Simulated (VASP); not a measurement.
# BiH4 (F-43m) in VASP: density of states with PBE

Aim: the density of states of BiH4 with PBE.

Everything below comes from runs of VASP 6.6.1. Logs are shortened: lines on timing, memory, paths and dates and some standing lists are left out, and cuts for length are marked.

## 1. The cell of the first run

The structure is cubic, space group F-43m (No. 216). Conventional cell: a = 5.640 Å, b = 5.640 Å, c = 5.640 Å, α = 90.00°, β = 90.00°, γ = 90.00°. Within 3.1 Å of Bi (site symmetry -43m) lie 12 H at 2.38 Å. H (site symmetry 3m) has 3 H at 1.67 Å within 2.2 Å.

## 2. Density of states, PBE

The input, POSCAR:

```
BiH4
1.0
    0.0000000000      2.8200096289      2.8200096289
    2.8200096289      0.0000000000      2.8200096289
    2.8200096289      2.8200096289      0.0000000000
Bi H
1 4
Direct
    0.7500000000      0.7500000000      0.7500000000
    0.3548872443      0.9353382672      0.3548872443
    0.3548872443      0.3548872443      0.3548872443
    0.9353382672      0.3548872443      0.3548872443
    0.3548872443      0.3548872443      0.9353382672
```

The input, INCAR.step1:

```
SYSTEM = BiH4
PREC     = Accurate       ! precision mode
ENCUT    = 520            ! plane-wave cutoff, eV
EDIFF    = 1E-6           ! SCF threshold, eV
ISMEAR   = 0              ! smearing method
SIGMA    = 0.1            ! smearing width, eV
LREAL    = .False.        ! projectors in reciprocal space
LASPH    = .True.         ! aspherical terms in the spheres
NELM     = 100            ! most SCF steps
ALGO     = Normal         ! electronic algorithm
ISIF     = 2              ! what is computed and relaxed
LWAVE    = .False.        ! write WAVECAR
LCHARG   = .True.         ! write CHGCAR
GGA      = PE             ! functional
NBANDS   = 18             ! bands
```

The input, KPOINTS.step1:

```
Automatic mesh
0
Gamma
  12 12 12
  0 0 0
```

The input, INCAR.step2:

```
SYSTEM = BiH4
PREC     = Accurate       ! precision mode
ENCUT    = 520            ! plane-wave cutoff, eV
EDIFF    = 1E-6           ! SCF threshold, eV
ISMEAR   = -5             ! smearing method
SIGMA    = 0.1            ! smearing width, eV
LREAL    = .False.        ! projectors in reciprocal space
LASPH    = .True.         ! aspherical terms in the spheres
NELM     = 100            ! most SCF steps
ALGO     = Normal         ! electronic algorithm
ISIF     = 2              ! what is computed and relaxed
LWAVE    = .False.        ! write WAVECAR
LCHARG   = .False.        ! write CHGCAR
GGA      = PE             ! functional
LORBIT   = 11             ! projections on sites
NEDOS    = 1001           ! points of the DOS
ICHARG   = 11             ! starting density
```

The input, KPOINTS.step2:

```
Automatic mesh
0
Gamma
  18 18 18
  0 0 0
```

Potentials or basis: VASP PAW PBE potentials, release 64 (Bi_d, H).

Command:

```sh
> cat potpaw_PBE.64/Bi_d/POTCAR potpaw_PBE.64/H/POTCAR > POTCAR
> cp INCAR.step1 INCAR
> cp KPOINTS.step1 KPOINTS
> mpirun -np 1 vasp_std > vasp.out
> cp INCAR.step2 INCAR
> cp KPOINTS.step2 KPOINTS
> mpirun -np 1 vasp_std > vasp.out
```

OUTCAR:

```text
SYSTEM = BiH4
   PREC = Accurate
   ENCUT = 520
   EDIFF = 1E-6
   ISMEAR = -5
   LREAL = .False.
   LASPH = .True.
   NELM = 100
   ISIF = 2
   GGA = PE
   LORBIT = 11
   ICHARG = 11

 ion  position               nearest neighbor table
   1  0.750  0.750  0.750-   2 2.38   4 2.38   5 2.38   3 2.38   3 2.38   3 2.38   2 2.38   5 2.38
                             4 2.38   2 2.38   4 2.38   5 2.38
   2  0.355  0.935  0.355-   1 2.38   1 2.38   1 2.38
   3  0.355  0.355  0.355-   1 2.38   1 2.38   1 2.38
   4  0.935  0.355  0.355-   1 2.38   1 2.38   1 2.38
   5  0.355  0.355  0.935-   1 2.38   1 2.38   1 2.38

  LATTYP: Found a face centered cubic cell.
 ALAT       =     5.6400192578

  Lattice vectors:

 A1 = (   0.0000000000,   2.8200096289,   2.8200096289)
 A2 = (   2.8200096289,   0.0000000000,   2.8200096289)
 A3 = (   2.8200096289,   2.8200096289,   0.0000000000)

Analysis of symmetry for initial positions (statically):
=====================================================================
 Subroutine PRICEL returns:
 Original cell was already a primitive cell.

 Routine SETGRP: Setting up the symmetry group for a
 face centered cubic supercell.

 Subroutine GETGRP returns: Found 24 space group operations
 (whereof 24 operations were pure point group operations)
 out of a pool of 48 trial point group operations.

The static configuration has the point symmetry T_d .

Analysis of symmetry for dynamics (positions and initial velocities):
=====================================================================
 Subroutine PRICEL returns:
 Original cell was already a primitive cell.

 Routine SETGRP: Setting up the symmetry group for a
 face centered cubic supercell.

 Subroutine GETGRP returns: Found 24 space group operations
 (whereof 24 operations were pure point group operations)
 out of a pool of 48 trial point group operations.

The dynamic configuration has the point symmetry T_d .

 Subroutine INISYM returns: Found 24 space group operations
 (whereof 24 operations are pure point group operations),
 and found     1 'primitive' translations

----------------------------------------------------------------------------------------

                                     Primitive cell

  volume of cell :      44.8520

  direct lattice vectors                    reciprocal lattice vectors
     0.000000000  2.820009629  2.820009629    -0.177304359  0.177304359  0.177304359
     2.820009629  0.000000000  2.820009629     0.177304359 -0.177304359  0.177304359
     2.820009629  2.820009629  0.000000000     0.177304359  0.177304359 -0.177304359

  length of vectors
     3.988095863  3.988095863  3.988095863     0.307100158  0.307100158  0.307100158

  position of ions in fractional coordinates (direct lattice)
     0.750000000  0.750000000  0.750000000
     0.354887244  0.935338267  0.354887244
     0.354887244  0.354887244  0.354887244
     0.935338267  0.354887244  0.354887244
     0.354887244  0.354887244  0.935338267

  ion indices of the primitive-cell ions
   primitive index   ion index
                 1           1
                 2           2
                 3           3
                 4           4
                 5           5

----------------------------------------------------------------------------------------

 KPOINTS: Automatic mesh

Automatic generation of k-mesh.
 Grid dimensions read from file:
 generate k-points for:   18   18   18

 Generating k-lattice:

  Cartesian coordinates                     Fractional coordinates (reciprocal lattice)
    -0.009850242  0.009850242  0.009850242     0.055555556  0.000000000  0.000000000
     0.009850242 -0.009850242  0.009850242     0.000000000  0.055555556  0.000000000
     0.009850242  0.009850242 -0.009850242     0.000000000  0.000000000  0.055555556

  Length of vectors
     0.017061120  0.017061120  0.017061120

  Shift w.r.t. Gamma in fractional coordinates (k-lattice)
     0.000000000  0.000000000  0.000000000

 TETIRR: Found    806 inequivalent tetrahedra from    34992

 Subroutine IBZKPT returns following result:
 ===========================================

 Found    195 irreducible k-points:

 Following reciprocal coordinates:
            Coordinates               Weight
  0.000000  0.000000  0.000000      1.000000
  0.055556  0.000000  0.000000      8.000000
  0.111111  0.000000  0.000000      8.000000
  0.166667  0.000000  0.000000      8.000000
  0.222222  0.000000  0.000000      8.000000
  0.277778  0.000000  0.000000      8.000000
[... 16 lines left out ...]
 -0.277778  0.055556  0.000000     24.000000
 -0.222222  0.055556  0.000000     24.000000
 [... further k-points ...]
   k-points           NKPTS =    195   k-points in BZ     NKDIM =    195   number of bands    NBANDS=     13
   number of dos      NEDOS =   1001   number of ions     NIONS =      5
   total plane-waves  NPLWV =  27000
   dimension x,y,z NGX =    30 NGY =   30 NGZ =   30
   dimension x,y,z NGXF=    60 NGYF=   60 NGZF=   60
   ions per type =               1   4
   NGX,Y,Z   is equivalent  to a cutoff of  12.51, 12.51, 12.51 a.u.
   NGXF,Y,Z  is equivalent  to a cutoff of  25.01, 25.01, 25.01 a.u.
 SYSTEM =  BiH4
   PREC   = accura    normal or accurate (medium, high low for compatibility)
   ISTART =      0    job   : 0-new  1-cont  2-samecut
   ICHARG =     11    charge: 1-file 2-atom 10-const
   ISPIN  =      1    spin polarized calculation?
   LNONCOLLINEAR =      F non collinear calculations
   LSORBIT =      F    spin-orbit coupling
   LASPH  =      T    aspherical Exc in radial PAW
   ENCUT  =  520.0 eV  38.22 Ry    6.18 a.u.   7.42  7.42  7.42*2*pi/ulx,y,z
   NELM   =    100;   NELMIN=  2; NELMDL=  0     # of ELM steps
   EDIFF  = 0.1E-05   stopping-criterion for ELM
   LREAL  =      F    real-space projection
   EDIFFG = 0.1E-04   stopping-criterion for IOM
   NSW    =      0    number of steps for IOM
   IBRION =     -1    ionic relax: 0-MD 1-quasi-New 2-CG
   NFREE  =      0    steps in history (QN), initial steepest desc. (CG)
   ISIF   =      2    stress and relaxation
   ISYM   =      2    0-nonsym 1-usesym 2-fastsym
   POTIM  = 0.5000    time-step for ionic-motion
   TEBEG  =    0.0;   TEEND  =   0.0 temperature during run
   PSTRESS=    0.0 pullay stress
   NELECT =      19.0000    total number of electrons
   NUPDOWN=      -1.0000    fix difference up-down
   EMIN   =  10.00;   EMAX   =-10.00  energy-range for DOS
   EFERMI =   0.00;   METHOD = LEGACY
   ISMEAR =    -5;   SIGMA  =   0.10  broadening in eV -4-tet -1-fermi 0-gaus
   EFERMI_NEDOS =   21; number of points for ismear=-14 and -15
   IALGO  =     38    algorithm
   IMIX   =      4    mixing-type and parameters
     AMIX     =   0.40;   BMIX     =  1.00
     AMIX_MAG =   1.60;   BMIX_MAG =  1.00
  volume/ion in A,a.u.               =       8.97        60.54
  Fermi-wavevector in a.u.,A,eV,Ry     =   1.229510  2.323437 20.567861  1.511695
  Thomas-Fermi vector in A             =   2.364395
   LORBIT       =     11    0 simple, 1 ext, 2 COOP (PROOUT), +10 PAW based schemes
   GGA     = PE    functional components
   LHFCALC =     F    Hartree Fock is set to
   AEXX    =    0.0000 exact exchange contribution
   IVDW    =     0    specifies the selected vdW correction
   LEPSILON=     F    determine dielectric tensor
   LRPA    =     F    only Hartree local field effects (RPA)
 non-spin polarized calculation
 Fermi weights with tetrahedron method with Bloechl corrections
  energy-cutoff  :      520.00
  volume of cell :       44.85
 maximum number of plane-waves:      1243
 NGX is ok and might be reduce to    30

 number of electron      19.0000001 magnetization

 Free energy of the ion-electron system (eV)
  ---------------------------------------------------
  ext. energy  EPLUGINS =         0.00000000
  ---------------------------------------------------
  free energy    TOTEN  =       -12.74468258 eV

  energy without entropy =      -12.74468258  energy(sigma->0) =      -12.74468258

 E-fermi :   5.6714     XC(G=0): -10.2770

 val. band max:        5.7878895910   @ k =  -0.2778   0.1111   0.0000
 cond. band min:       5.6685436154   @ k =   0.4444   0.1111   0.0000
 fundamental gap:     -0.1193459756
 Fermi energy:         5.6714143025

 k-point     1 :       0.0000    0.0000    0.0000
  band No.  band energies     occupation
      1     -17.2240      2.00000
      2     -17.2240      2.00000
      3     -17.2240      2.00000
      4     -17.2021      2.00000
      5     -17.2021      2.00000
      6      -7.9997      2.00000
      7       3.0972      2.00000
      8       5.3799      2.00000
      9       5.3799      2.00000
     10       5.3799      2.00000
     11       9.0340      0.00000
     12       9.0340      0.00000
     13       9.0340      0.00000

 k-point     2 :       0.0556    0.0000    0.0000
  band No.  band energies     occupation
      1     -17.2238      2.00000
      2     -17.2232      2.00000
      3     -17.2232      2.00000
      4     -17.2022      2.00000
      5     -17.2022      2.00000
      6      -7.9584      2.00000
      7       2.8374      2.00000
      8       5.3722      2.00000
      9       5.3722      2.00000
     10       5.4264      2.19226
     11       8.9996      0.00000
     12       8.9996      0.00000
     13       9.0872      0.00000
[... 321 lines left out ...]
 k-point    23 :      -0.2778    0.0556    0.0000
  band No.  band energies     occupation
      1     -17.2216      2.00000
      2     -17.2205      2.00000
      3     -17.2195      2.00000
      4     -17.1940      2.00000
      5     -17.1882      2.00000
      6      -6.8277      2.00000
      7      -0.8188      2.00000
      8       4.3356      2.00000
      9       5.6900      1.70192
     10       5.8234      0.09203
     11       7.5874      0.00000
     12       7.9706      0.00000
     13       9.5640      0.00000

 k-point    24 :      -0.2222    0.0556    0.0000
  band No.  band energies     occupation
      1     -17.2220      2.00000
      2     -17.2187      2.00000
      3     -17.2184      2.00000
      4     -17.1997      2.00000
      5     -17.1932      2.00000
      6      -7.2023      2.00000
      7       0.0869      2.00000
      8       4.4263      2.00000
      9       5.7021      1.59068
     10       5.8222      0.06656
     11       7.8572      0.00000
     12       8.2962      0.00000
     13       9.7278      0.00000

 [... further k-points ...]
[... 5 lines left out ...]
  --------------------------------------------------------------------------------------
  -------------------------------------------------------------------------------------
  Total       -0.1290597     -0.1290597     -0.1290597      0.0000000      0.0000000      0.0000000
  in kB       -4.6101969     -4.6101969     -4.6101969      0.0000000      0.0000000      0.0000000
  external PRESSURE =      -4.6101969 kB  Pullay stress =       0.0000000 kB

 VOLUME and BASIS-vectors are now :
 -----------------------------------------------------------------------------
  energy-cutoff  :      520.00
  volume of cell :       44.85
      direct lattice vectors                 reciprocal lattice vectors
     0.000000000  2.820009629  2.820009629    -0.177304359  0.177304359  0.177304359
     2.820009629  0.000000000  2.820009629     0.177304359 -0.177304359  0.177304359
     2.820009629  2.820009629  0.000000000     0.177304359  0.177304359 -0.177304359

 POSITION                                       TOTAL-FORCE (eV/Angst)
 -----------------------------------------------------------------------------------
      4.23001      4.23001      4.23001         0.000000      0.000000      0.000000
      3.63845      2.00157      3.63845         0.007069     -0.007069      0.007069
      2.00157      2.00157      2.00157        -0.007069     -0.007069     -0.007069
      2.00157      3.63845      3.63845        -0.007069      0.007069      0.007069
      3.63845      3.63845      2.00157         0.007069      0.007069     -0.007069
 -----------------------------------------------------------------------------------
    total drift:                               -0.000057     -0.000057     -0.000057

  FREE ENERGIE OF THE ION-ELECTRON SYSTEM (eV)
  ---------------------------------------------------
  free  energy   TOTEN  =       -12.7446825822 eV

  energy  without entropy=      -12.7446825822  energy(sigma->0) =      -12.74468258

 total charge

# of ion       s       p       d       tot
------------------------------------------
    1        1.558   1.155   9.967  12.681
    2        0.434   0.013   0.000   0.447
    3        0.434   0.013   0.000   0.447
    4        0.434   0.013   0.000   0.447
    5        0.434   0.013   0.000   0.447
--------------------------------------------------
tot          3.293   1.209   9.967  14.469
```

Run time: 91 s. Hardware: 1 thread of AMD EPYC 7R43 (Zen 3), shared host; peak memory 0.21 GiB.

What came out:

```
Valence electrons inside the program's atomic spheres : Bi 12.68; H 0.45
```

Caveat: spin-orbit coupling is left out, which moves the levels of the heavy elements; tetrahedron occupations give inexact forces and stress in metals.
